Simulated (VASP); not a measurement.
# Ta (Im-3m) in VASP: single point with r2SCAN

Aim: the single point of Ta with r2SCAN.

Everything below comes from runs of VASP 6.6.1. Logs are shortened: lines on timing, memory, paths and dates and some standing lists are left out, and cuts for length are marked.

### Step 1. The cell of the first run

Symmetry: Im-3m, No. 229, cubic system. The conventional cell has a = 3.364 Å, b = 3.364 Å, c = 3.364 Å, α = 90.00°, β = 90.00°, γ = 90.00°. Ta (site symmetry m-3m) has 14 Ta at 2.91 to 3.36 Å within 3.8 Å.

### Step 2. Single point, r2SCAN, non-collinear spin, zero start, spin-orbit coupling (volume scaled by 1.05)

Input file POSCAR:

```
Ta
1.0
   -1.6821345635      1.6821345635      1.6821345635
    1.6821345635     -1.6821345635      1.6821345635
    1.6821345635      1.6821345635     -1.6821345635
Ta
1
Direct
    0.0000000000      0.0000000000      0.0000000000
```

Input file INCAR.step1:

```
PREC = Accurate
ENCUT = 520
ISMEAR = 0
SIGMA = 0.05
LREAL = False
LASPH = True
NELM = 150
MAGMOM = 0 0 0
LSORBIT = True
GGA_COMPAT = False
LMAXMIX = 4
NBANDS = 22
GGA = PE
ALGO = Normal
EDIFF = 1E-4
LWAVE = True
LCHARG = False
```

Input file INCAR.step2:

```
PREC = Accurate
ENCUT = 520
EDIFF = 1E-7
ISMEAR = 0
SIGMA = 0.05
LREAL = False
LASPH = True
NELM = 150
ALGO = Normal
ISIF = 2
LWAVE = False
LCHARG = False
MAGMOM = 0 0 0
LORBIT = 11
LSORBIT = True
GGA_COMPAT = False
LORBMOM = True
LMAXMIX = 4
METAGGA = R2SCAN
LMIXTAU = True
NBANDS = 22
ISTART = 1
```

Input file KPOINTS:

```
Automatic mesh
0
Gamma
  8 8 8
```

Potentials or basis: VASP PAW PBE potentials, release 64 (Ta_pv).

Started as:

```bash
> cat potpaw_PBE.64/Ta_pv/POTCAR > POTCAR
> cp INCAR.step1 INCAR
> mpirun -np 1 vasp_ncl > vasp.out
> cp INCAR.step2 INCAR
> mpirun -np 1 vasp_ncl > vasp.out
```

OUTCAR:

```text
PREC = Accurate
   ENCUT = 520
   EDIFF = 1E-7
   ISMEAR = 0
   LREAL = False
   LASPH = True
   NELM = 150
   ISIF = 2
   LORBIT = 11
   LSORBIT = True
   METAGGA = R2SCAN
   ISTART = 1

 ion  position               nearest neighbor table
   1  0.000  0.000  0.000-

  LATTYP: Found a body centered cubic cell.
 ALAT       =     3.3642691270

  Lattice vectors:

 A1 = (  -1.6821345635,   1.6821345635,   1.6821345635)
 A2 = (   1.6821345635,  -1.6821345635,   1.6821345635)
 A3 = (   1.6821345635,   1.6821345635,  -1.6821345635)

Analysis of symmetry for initial positions (statically):
=====================================================================
 Subroutine PRICEL returns:
 Original cell was already a primitive cell.

 Routine SETGRP: Setting up the symmetry group for a
 body centered cubic supercell.

 Subroutine GETGRP returns: Found 48 space group operations
 (whereof 48 operations were pure point group operations)
 out of a pool of 48 trial point group operations.

The static configuration has the point symmetry O_h .

Analysis of symmetry for dynamics (positions and initial velocities):
=====================================================================
 Subroutine PRICEL returns:
 Original cell was already a primitive cell.

 Routine SETGRP: Setting up the symmetry group for a
 body centered cubic supercell.

 Subroutine GETGRP returns: Found 48 space group operations
 (whereof 48 operations were pure point group operations)
 out of a pool of 48 trial point group operations.

The dynamic configuration has the point symmetry O_h .

Analysis of structural, dynamic, and magnetic symmetry:
=====================================================================
 Subroutine PRICEL returns:
 Original cell was already a primitive cell.

 Routine SETGRP: Setting up the symmetry group for a
 body centered cubic supercell.

 Subroutine GETGRP returns: Found 48 space group operations
 (whereof 48 operations were pure point group operations)
 out of a pool of 48 trial point group operations.

The overall configuration has the point symmetry O_h .

 Subroutine INISYM returns: Found 48 space group operations
 (whereof 48 operations are pure point group operations),
 and found     1 'primitive' translations

----------------------------------------------------------------------------------------

                                     Primitive cell

  volume of cell :      19.0389

  direct lattice vectors                    reciprocal lattice vectors
    -1.682134564  1.682134564  1.682134564     0.000000000  0.297241381  0.297241381
     1.682134564 -1.682134564  1.682134564     0.297241381  0.000000000  0.297241381
     1.682134564  1.682134564 -1.682134564     0.297241381  0.297241381  0.000000000

  length of vectors
     2.913542529  2.913542529  2.913542529     0.420362792  0.420362792  0.420362792

  position of ions in fractional coordinates (direct lattice)
     0.000000000  0.000000000  0.000000000

  ion indices of the primitive-cell ions
   primitive index   ion index
                 1           1

----------------------------------------------------------------------------------------

 KPOINTS: Automatic mesh

Automatic generation of k-mesh.
 Grid dimensions read from file:
 generate k-points for:    8    8    8

 Generating k-lattice:

  Cartesian coordinates                     Fractional coordinates (reciprocal lattice)
     0.000000000  0.037155173  0.037155173     0.125000000  0.000000000  0.000000000
     0.037155173  0.000000000  0.037155173     0.000000000  0.125000000  0.000000000
     0.037155173  0.037155173  0.000000000     0.000000000  0.000000000  0.125000000

  Length of vectors
     0.052545349  0.052545349  0.052545349

  Shift w.r.t. Gamma in fractional coordinates (k-lattice)
     0.000000000  0.000000000  0.000000000

[... 44 lines left out ...]
   ISPIN  =      1    spin polarized calculation?
   LNONCOLLINEAR =      T non collinear calculations
   LSORBIT =      T    spin-orbit coupling
   LASPH  =      T    aspherical Exc in radial PAW
   ENCUT  =  520.0 eV  38.22 Ry    6.18 a.u.   5.42  5.42  5.42*2*pi/ulx,y,z
   NELM   =    150;   NELMIN=  2; NELMDL=  0     # of ELM steps
   EDIFF  = 0.1E-06   stopping-criterion for ELM
   LREAL  =      F    real-space projection
   EDIFFG = 0.1E-05   stopping-criterion for IOM
   NSW    =      0    number of steps for IOM
   IBRION =     -1    ionic relax: 0-MD 1-quasi-New 2-CG
   NFREE  =      0    steps in history (QN), initial steepest desc. (CG)
   ISIF   =      2    stress and relaxation
   ISYM   =      2    0-nonsym 1-usesym 2-fastsym
   POTIM  = 0.5000    time-step for ionic-motion
   TEBEG  =    0.0;   TEEND  =   0.0 temperature during run
   PSTRESS=    0.0 pullay stress
   NELECT =      11.0000    total number of electrons
   NUPDOWN=      -1.0000    fix difference up-down
   EMIN   =  10.00;   EMAX   =-10.00  energy-range for DOS
   EFERMI =   0.00;   METHOD = LEGACY
   ISMEAR =     0;   SIGMA  =   0.05  broadening in eV -4-tet -1-fermi 0-gaus
   EFERMI_NEDOS =   21; number of points for ismear=-14 and -15
   IALGO  =     38    algorithm
   IMIX   =      4    mixing-type and parameters
     AMIX     =   0.40;   BMIX     =  1.00
     AMIX_MAG =   1.60;   BMIX_MAG =  1.00
  volume/ion in A,a.u.               =      19.04       128.48
  Fermi-wavevector in a.u.,A,eV,Ry     =   1.363510  2.576660 25.295401  1.859160
  Thomas-Fermi vector in A             =   2.489907
   LORBIT       =     11    0 simple, 1 ext, 2 COOP (PROOUT), +10 PAW based schemes
   METAGGA = R2SCAN    functional components
   LHFCALC =     F    Hartree Fock is set to
   AEXX    =    0.0000 exact exchange contribution
   IVDW    =     0    specifies the selected vdW correction
   LEPSILON=     F    determine dielectric tensor
   LRPA    =     F    only Hartree local field effects (RPA)
 Gauss-broadening in eV      SIGMA  =   0.05
  energy-cutoff  :      520.00
  volume of cell :       19.04
 maximum number of plane-waves:      1064
 NGX is ok and might be reduce to    24
   NGX = 11   NGY = 11   NGZ = 11

 number of electron      10.9999998 magnetization      -0.0000000      0.0000000      0.0000000

 number of electron      10.9999998 magnetization       0.0000000     -0.0000000     -0.0000000

 Free energy of the ion-electron system (eV)
  ---------------------------------------------------
  ext. energy  EPLUGINS =         0.00000000
  ---------------------------------------------------
  free energy    TOTEN  =       -49.23700254 eV

  energy without entropy =      -49.23559011  energy(sigma->0) =      -49.23629632

 E-fermi :   4.8942     XC(G=0): -13.4486

 val. band max:        4.8838017049   @ k =   0.5000   0.5000   0.1250
 cond. band min:       4.9748081996   @ k =   0.3750   0.1250   0.1250
 fundamental gap:      0.0910064947
 Fermi energy:         4.8941943876

 k-point     1 :       0.0000    0.0000    0.0000
  band No.  band energies     occupation
      1     -35.0056      1.00000
      2     -35.0056      1.00000
      3     -26.9349      1.00000
      4     -26.9349      1.00000
      5     -26.9349      1.00000
      6     -26.9349      1.00000
[... 589 lines left out ...]
     21      18.6743      0.00000
     22      18.6743      0.00000

 [... further k-points ...]

------------------------ aborting loop because EDIFF is reached ----------------------------------------

  FORCE on cell =-STRESS in cart. coord.  units (eV):
  Direction    XX          YY          ZZ          XY          YZ          ZX
  --------------------------------------------------------------------------------------
  -------------------------------------------------------------------------------------
  Total       -1.3941842     -1.3941842     -1.3941842     -0.0000000     -0.0000000      0.0000000
  in kB     -117.3244588   -117.3244588   -117.3244588     -0.0000000     -0.0000000      0.0000000
  external PRESSURE =    -117.3244588 kB  Pullay stress =       0.0000000 kB

 VOLUME and BASIS-vectors are now :
 -----------------------------------------------------------------------------
  energy-cutoff  :      520.00
  volume of cell :       19.04
      direct lattice vectors                 reciprocal lattice vectors
    -1.682134564  1.682134564  1.682134564     0.000000000  0.297241381  0.297241381
     1.682134564 -1.682134564  1.682134564     0.297241381  0.000000000  0.297241381
     1.682134564  1.682134564 -1.682134564     0.297241381  0.297241381  0.000000000

 POSITION                                       TOTAL-FORCE (eV/Angst)
 -----------------------------------------------------------------------------------
      0.00000      0.00000      0.00000         0.000000      0.000000      0.000000
 -----------------------------------------------------------------------------------
    total drift:                               -0.000000      0.000000      0.000000

  FREE ENERGIE OF THE ION-ELECTRON SYSTEM (eV)
  ---------------------------------------------------
  free  energy   TOTEN  =       -49.2370025379 eV

  energy  without entropy=      -49.2355901101  energy(sigma->0) =      -49.23629632

 orbital moment (x)

 # of ion     p       d       tot
 ----------------------------------------
  1         0.000  -0.000  -0.000
 ----------------------------------------
            0.000  -0.000  -0.000

 orbital moment (y)

 # of ion     p       d       tot
 ----------------------------------------
  1         0.000  -0.000  -0.000
 ----------------------------------------
            0.000  -0.000  -0.000

 orbital moment (z)

 # of ion     p       d       tot
 ----------------------------------------
  1         0.000   0.000   0.000
 ----------------------------------------
            0.000   0.000   0.000

 Spin-Orbit-Coupling matrix elements

 Ion:    1  E_soc:     -1.3609246
 l=   1
     0.0000000    -0.2054717    -0.2054717
    -0.2054717     0.0000000    -0.2054717
    -0.2054717    -0.2054717     0.0000000
 l=   2
     0.0000000    -0.0051941     0.0000000    -0.0051941    -0.0161550
    -0.0051941     0.0000000    -0.0121162    -0.0051941    -0.0040387
     0.0000000    -0.0121162     0.0000000    -0.0121162     0.0000000
    -0.0051941    -0.0051941    -0.0121162     0.0000000    -0.0040387
    -0.0161550    -0.0040387     0.0000000    -0.0040387     0.0000000
 l=   3
     0.0000000     0.0000000     0.0000000     0.0000000     0.0000000     0.0000000     0.0000000
     0.0000000     0.0000000     0.0000000     0.0000000     0.0000000     0.0000000     0.0000000
     0.0000000     0.0000000     0.0000000     0.0000000     0.0000000     0.0000000     0.0000000
     0.0000000     0.0000000     0.0000000     0.0000000     0.0000000     0.0000000     0.0000000
     0.0000000     0.0000000     0.0000000     0.0000000     0.0000000     0.0000000     0.0000000
     0.0000000     0.0000000     0.0000000     0.0000000     0.0000000     0.0000000     0.0000000
     0.0000000     0.0000000     0.0000000     0.0000000     0.0000000     0.0000000     0.0000000

 total charge

# of ion       s       p       d       tot
------------------------------------------
    1        0.366   6.150   2.353   8.869

 magnetization (x)

# of ion       s       p       d       tot
------------------------------------------
    1        0.000   0.000  -0.000  -0.000

 magnetization (y)

# of ion       s       p       d       tot
------------------------------------------
    1       -0.000  -0.000  -0.000  -0.000

 magnetization (z)

# of ion       s       p       d       tot
------------------------------------------
    1        0.000  -0.000  -0.000  -0.000
```

Wall time 89 s (1 thread of Intel Xeon Platinum 8375C at 2.90GHz (Ice Lake), shared host); peak memory 0.22 GiB.

Results:

```
Free energy                                           : -49.2370 eV
Pressure                                              : -11.7 GPa
Net moment                                            : 0.00 μB per cell
Valence electrons inside the program's atomic spheres : Ta 8.87
```

Moments on the atoms (μB; x, y, z):
```
Ta  0.00 0.00 0.00
```

Caveat: the PAW data sets were made with another functional, which shifts forces and pressure a little.
